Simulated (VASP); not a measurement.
# CrO2 (P4_2/mnm) in VASP: single point with PBE+U

Aim: the single point of CrO2 with PBE+U.

Program: VASP 6.6.1. These are calculated values, not measurements. Logs are shortened: lines on timing, memory, paths and dates and some standing lists are left out, and cuts for length are marked.

### 1 The cell of the first run

Symmetry: P4_2/mnm, No. 136, tetragonal system. Conventional cell: a = 4.421 Å, b = 4.421 Å, c = 2.917 Å, α = 90.00°, β = 90.00°, γ = 90.00°. Cr (site symmetry mmm) has 6 O at 1.88 to 1.92 Å within 2.5 Å. Within 2.5 Å of O (site symmetry m2m) lie 3 Cr at 1.88 to 1.92 Å and 1 O at 2.49 Å.

### 2 Single point, PBE+U, collinear spin

The input, INCAR:

```
  PREC = Accurate
  ENCUT = 600
  EDIFF = 1E-6
  ISMEAR = 0
  SIGMA = 0.05
  LREAL = False
  LASPH = True
  NELM = 200
  ALGO = Normal
  ISIF = 2
  LWAVE = False
  LCHARG = False
  ISPIN = 2
  MAGMOM = 1.73 1.73 -0.06 -0.06 -0.06 -0.06
  LORBIT = 11
  LMAXMIX = 4
  LDAU = True
  LDAUTYPE = 2
  LDAUL = 2 -1
  LDAUU = 3.7 0
  LDAUJ = 0 0
  LDAUPRINT = 1
  GGA = PE
  NBANDS = 37
  GGA_COMPAT = False
```

The input, KPOINTS:

```
Automatic mesh
0
Gamma
  6 6 8
```

The input, POSCAR:

```
CrO2
1.0
    4.4210000000      0.0000000000      0.0000000000
    0.0000000000      4.4210000000      0.0000000000
    0.0000000000      0.0000000000      2.9170000000
Cr O
2 4
Direct
    0.0000000000      0.0000000000      0.0000000000
    0.5000000000      0.5000000000      0.5000000000
    0.3010000000      0.3010000000      0.0000000000
    0.1990000000      0.8010000000      0.5000000000
    0.6990000000      0.6990000000      0.0000000000
    0.8010000000      0.1990000000      0.5000000000
```

Potentials or basis: VASP PAW PBE potentials, release 64 (Cr_pv, O).

Launch:

```sh
cat potpaw_PBE.64/Cr_pv/POTCAR potpaw_PBE.64/O/POTCAR > POTCAR
mpirun -np 1 vasp_std > vasp.out
```

OUTCAR:

```text
PREC = Accurate
   ENCUT = 600
   EDIFF = 1E-6
   ISMEAR = 0
   LREAL = False
   LASPH = True
   NELM = 200
   ISIF = 2
   ISPIN = 2
   LORBIT = 11
   GGA = PE

 ion  position               nearest neighbor table
   1  0.000  0.000  0.000-   3 1.88   5 1.88   4 1.92   6 1.92   4 1.92   6 1.92
   2  0.500  0.500  0.500-   4 1.88   6 1.88   5 1.92   3 1.92   3 1.92   5 1.92
   3  0.301  0.301  0.000-   1 1.88   2 1.92   2 1.92
   4  0.199  0.801  0.500-   2 1.88   1 1.92   1 1.92
   5  0.699  0.699  0.000-   1 1.88   2 1.92   2 1.92
   6  0.801  0.199  0.500-   2 1.88   1 1.92   1 1.92

  LATTYP: Found a simple tetragonal cell.
 ALAT       =     4.4210000000
 C/A-ratio  =     0.6598054739

  Lattice vectors:

 A1 = (   4.4210000000,   0.0000000000,   0.0000000000)
 A2 = (   0.0000000000,   4.4210000000,   0.0000000000)
 A3 = (   0.0000000000,   0.0000000000,   2.9170000000)

Analysis of symmetry for initial positions (statically):
=====================================================================
 Subroutine PRICEL returns:
 Original cell was already a primitive cell.

 Routine SETGRP: Setting up the symmetry group for a
 simple tetragonal supercell.

 Subroutine GETGRP returns: Found 16 space group operations
 (whereof  8 operations were pure point group operations)
 out of a pool of 16 trial point group operations.

The static configuration has the point symmetry D_2h.
 The point group associated with its full space group is D_4h.

Analysis of symmetry for dynamics (positions and initial velocities):
=====================================================================
 Subroutine PRICEL returns:
 Original cell was already a primitive cell.

 Routine SETGRP: Setting up the symmetry group for a
 simple tetragonal supercell.

 Subroutine GETGRP returns: Found 16 space group operations
 (whereof  8 operations were pure point group operations)
 out of a pool of 16 trial point group operations.

The dynamic configuration has the point symmetry D_2h.
 The point group associated with its full space group is D_4h.

Analysis of structural, dynamic, and magnetic symmetry:
=====================================================================
 Subroutine PRICEL returns:
 Original cell was already a primitive cell.

 Routine SETGRP: Setting up the symmetry group for a
 simple tetragonal supercell.

 Subroutine GETGRP returns: Found 16 space group operations
 (whereof  8 operations were pure point group operations)
 out of a pool of 16 trial point group operations.

The overall configuration has the point symmetry D_2h.
 The point group associated with its full space group is D_4h.

 Subroutine INISYM returns: Found 16 space group operations
 (whereof  8 operations are pure point group operations),
 and found     1 'primitive' translations

----------------------------------------------------------------------------------------

                                     Primitive cell

  volume of cell :      57.0135

  direct lattice vectors                    reciprocal lattice vectors
     4.421000000  0.000000000  0.000000000     0.226193169  0.000000000  0.000000000
     0.000000000  4.421000000  0.000000000     0.000000000  0.226193169  0.000000000
[... 159 lines left out ...]
  o =  0.0828  v =  0.0000  0.0000  0.0000  0.0000  0.0000  0.0000 -0.7071  0.0000 -0.7071 -0.0000      0.0000  0.0000  0.0000  0.0000  0.0000  0.0000  0.0000  0.0000  0.0000  0.0000
  o =  0.1001  v =  0.0000  0.0000  0.0000  0.0000  0.0000 -0.0000 -0.0000 -0.0000  0.0000  1.0000      0.0000  0.0000  0.0000  0.0000  0.0000  0.0000  0.0000  0.0000  0.0000  0.0000
  o =  0.2975  v =  0.0000  0.0000  0.0000  0.0000  0.0000  0.0000 -0.7071  0.0000  0.7071 -0.0000      0.0000  0.0000  0.0000  0.0000  0.0000  0.0000  0.0000  0.0000  0.0000  0.0000
  o =  0.3088  v =  0.0000  0.0000  0.0000  0.0000  0.0000 -0.8399  0.0000  0.5427  0.0000 -0.0000      0.0000  0.0000  0.0000  0.0000  0.0000  0.0000  0.0000  0.0000  0.0000  0.0000
  o =  0.3930  v =  0.0000 -0.7071 -0.0000  0.7071  0.0000  0.0000  0.0000  0.0000  0.0000  0.0000      0.0000  0.0000  0.0000  0.0000  0.0000  0.0000  0.0000  0.0000  0.0000  0.0000
  o =  0.4346  v = -0.8255 -0.0000  0.5644  0.0000 -0.0000  0.0000  0.0000  0.0000  0.0000  0.0000      0.0000  0.0000  0.0000  0.0000  0.0000  0.0000  0.0000  0.0000  0.0000  0.0000
  o =  0.5045  v = -0.0000  0.0000  0.0000 -0.0000  1.0000  0.0000  0.0000  0.0000  0.0000  0.0000      0.0000  0.0000  0.0000  0.0000  0.0000  0.0000  0.0000  0.0000  0.0000  0.0000
  o =  0.8772  v = -0.0000 -0.7071 -0.0000 -0.7071  0.0000  0.0000  0.0000  0.0000  0.0000  0.0000      0.0000  0.0000  0.0000  0.0000  0.0000  0.0000  0.0000  0.0000  0.0000  0.0000
  o =  0.9528  v = -0.5644  0.0000 -0.8255  0.0000 -0.0000  0.0000  0.0000  0.0000  0.0000  0.0000      0.0000  0.0000  0.0000  0.0000  0.0000  0.0000  0.0000  0.0000  0.0000  0.0000

atom =   2  type =  1  l = 2

 onsite density matrix

spin component  1

  0.5997  0.0000 -0.2414  0.0000 -0.0000
  0.0000  0.6351  0.0000 -0.2421  0.0000
 -0.2414  0.0000  0.7878  0.0000  0.0000
  0.0000 -0.2421  0.0000  0.6351  0.0000
 -0.0000  0.0000  0.0000  0.0000  0.5045

spin component  2

  0.2358  0.0000  0.1129  0.0000  0.0000
  0.0000  0.1901  0.0000  0.1073  0.0000
  0.1129  0.0000  0.1341  0.0000  0.0000
  0.0000  0.1073  0.0000  0.1901  0.0000
  0.0000  0.0000  0.0000  0.0000  0.1001

 occupancies and eigenvectors

  o =  0.0611  v =  0.0000  0.0000  0.0000  0.0000  0.0000 -0.5427  0.0000  0.8399  0.0000 -0.0000      0.0000  0.0000  0.0000  0.0000  0.0000  0.0000  0.0000  0.0000  0.0000  0.0000
  o =  0.0828  v =  0.0000  0.0000  0.0000  0.0000  0.0000  0.0000  0.7071  0.0000 -0.7071  0.0000      0.0000  0.0000  0.0000  0.0000  0.0000  0.0000  0.0000  0.0000  0.0000  0.0000
  o =  0.1001  v =  0.0000  0.0000  0.0000  0.0000  0.0000 -0.0000 -0.0000  0.0000  0.0000  1.0000      0.0000  0.0000  0.0000  0.0000  0.0000  0.0000  0.0000  0.0000  0.0000  0.0000
  o =  0.2975  v =  0.0000  0.0000  0.0000  0.0000  0.0000  0.0000 -0.7071  0.0000 -0.7071 -0.0000      0.0000  0.0000  0.0000  0.0000  0.0000  0.0000  0.0000  0.0000  0.0000  0.0000
  o =  0.3088  v =  0.0000  0.0000  0.0000  0.0000  0.0000 -0.8399  0.0000 -0.5427  0.0000 -0.0000      0.0000  0.0000  0.0000  0.0000  0.0000  0.0000  0.0000  0.0000  0.0000  0.0000
  o =  0.3930  v =  0.0000  0.7071 -0.0000  0.7071  0.0000  0.0000  0.0000  0.0000  0.0000  0.0000      0.0000  0.0000  0.0000  0.0000  0.0000  0.0000  0.0000  0.0000  0.0000  0.0000
  o =  0.4346  v = -0.8255  0.0000 -0.5644  0.0000 -0.0000  0.0000  0.0000  0.0000  0.0000  0.0000      0.0000  0.0000  0.0000  0.0000  0.0000  0.0000  0.0000  0.0000  0.0000  0.0000
  o =  0.5045  v =  0.0000  0.0000  0.0000  0.0000 -1.0000  0.0000  0.0000  0.0000  0.0000  0.0000      0.0000  0.0000  0.0000  0.0000  0.0000  0.0000  0.0000  0.0000  0.0000  0.0000
  o =  0.8772  v =  0.0000 -0.7071 -0.0000  0.7071  0.0000  0.0000  0.0000  0.0000  0.0000  0.0000      0.0000  0.0000  0.0000  0.0000  0.0000  0.0000  0.0000  0.0000  0.0000  0.0000
  o =  0.9528  v = -0.5644  0.0000  0.8255  0.0000  0.0000  0.0000  0.0000  0.0000  0.0000  0.0000      0.0000  0.0000  0.0000  0.0000  0.0000  0.0000  0.0000  0.0000  0.0000  0.0000

 number of electron      48.0000027 magnetization       3.9999295

 Free energy of the ion-electron system (eV)
  ---------------------------------------------------
  ext. energy  EPLUGINS =         0.00000000
  ---------------------------------------------------
  free energy    TOTEN  =       -44.27175976 eV

  energy without entropy =      -44.27086757  energy(sigma->0) =      -44.27131366

 E-fermi :   5.3682     XC(G=0): -11.9010

 val. band max:        5.3523138931   @ k =   0.1667   0.1667   0.3750
 cond. band min:       5.3988293403   @ k =   0.1667   0.0000   0.3750
 fundamental gap:      0.0465154472
 Fermi energy:         5.3682429382

 spin component 1

 k-point     1 :       0.0000    0.0000    0.0000
  band No.  band energies     occupation
      1     -39.5137      1.00000
      2     -39.5137      1.00000
      3     -39.4468      1.00000
      4     -39.4468      1.00000
      5     -39.2224      1.00000
      6     -39.2084      1.00000
[... 1865 lines left out ...]
     35      16.9823      0.00000
     36      16.9823      0.00000

 [... further k-points ...]

 [bands above 36 left out]

------------------------ aborting loop because EDIFF is reached ----------------------------------------

  FORCE on cell =-STRESS in cart. coord.  units (eV):
  Direction    XX          YY          ZZ          XY          YZ          ZX
  --------------------------------------------------------------------------------------
  -------------------------------------------------------------------------------------
  Total        3.4492556      3.4492556      4.8522862      0.0000000      0.0000000      0.0000000
  in kB       96.9300652     96.9300652    136.3576582      0.0000000      0.0000000      0.0000000
  external PRESSURE =     110.0725962 kB  Pullay stress =       0.0000000 kB

 VOLUME and BASIS-vectors are now :
 -----------------------------------------------------------------------------
  energy-cutoff  :      600.00
  volume of cell :       57.01
      direct lattice vectors                 reciprocal lattice vectors
     4.421000000  0.000000000  0.000000000     0.226193169  0.000000000  0.000000000
     0.000000000  4.421000000  0.000000000     0.000000000  0.226193169  0.000000000
     0.000000000  0.000000000  2.917000000     0.000000000  0.000000000  0.342817964

 POSITION                                       TOTAL-FORCE (eV/Angst)
 -----------------------------------------------------------------------------------
      0.00000      0.00000      0.00000        -0.000000      0.000000      0.000000
      2.21050      2.21050      1.45850        -0.000000      0.000000      0.000000
      1.33072      1.33072      0.00000        -0.043235     -0.043235      0.000000
      0.87978      3.54122      1.45850         0.043235     -0.043235      0.000000
      3.09028      3.09028      0.00000         0.043235      0.043235      0.000000
      3.54122      0.87978      1.45850        -0.043235      0.043235      0.000000
 -----------------------------------------------------------------------------------
    total drift:                                0.000000      0.000000      0.000000

  FREE ENERGIE OF THE ION-ELECTRON SYSTEM (eV)
  ---------------------------------------------------
  free  energy   TOTEN  =       -44.2717597623 eV

  energy  without entropy=      -44.2708675652  energy(sigma->0) =      -44.27131366

 total charge

# of ion       s       p       d       tot
------------------------------------------
    1        0.375   6.475   3.976  10.825
    2        0.375   6.475   3.976  10.825
    3        1.568   3.482   0.000   5.051
    4        1.568   3.482   0.000   5.051
    5        1.568   3.482   0.000   5.051
    6        1.568   3.482   0.000   5.051
--------------------------------------------------
tot          7.022  26.880   7.951  41.853

 magnetization (x)

# of ion       s       p       d       tot
------------------------------------------
    1        0.027   0.035   2.308   2.371
    2        0.027   0.035   2.308   2.371
    3       -0.006  -0.177   0.000  -0.183
    4       -0.006  -0.177   0.000  -0.183
    5       -0.006  -0.177   0.000  -0.183
    6       -0.006  -0.177   0.000  -0.183
--------------------------------------------------
tot          0.031  -0.638   4.616   4.010
```

Wall time 3.3 min (1 thread of AMD EPYC 9755, shared host); peak memory 0.29 GiB.

Results:

- Free energy: -44.2718 eV
- Pressure: 11.0 GPa
- Largest force: 0.061 eV/Å
- Band gap on the k mesh: zero (filled and empty bands overlap)
- Net moment: 4.00 μB per cell
- Site moments: Cr +2.37; O -0.18 μB
- Valence electrons inside the program's atomic spheres: Cr 10.82; O 5.05

Forces in eV/Å, atoms in the order of the input:
```
Cr   0.000  0.000  0.000
Cr   0.000  0.000  0.000
O   -0.043 -0.043  0.000
O    0.043 -0.043  0.000
O    0.043  0.043  0.000
O   -0.043  0.043  0.000
```

Stress tensor (GPa, compression positive):
```
 9.69  0.00  0.00
 0.00  9.69  0.00
 0.00  0.00 13.64
```

Eigenvalues of the final occupation matrices:
| site | spin | trace | eigenvalues |
| --- | --- | --- | --- |
| site 1 d | 1 | 3.16 | 0.39 0.43 0.50 0.88 0.95 |
| site 1 d | 2 | 0.85 | 0.06 0.08 0.10 0.30 0.31 |
| site 2 d | 1 | 3.16 | 0.39 0.43 0.50 0.88 0.95 |
| site 2 d | 2 | 0.85 | 0.06 0.08 0.10 0.30 0.31 |

Caveat: the cell stands under pressure.

The gap in the log of VASP goes by the Fermi energy; the results here count the filled bands.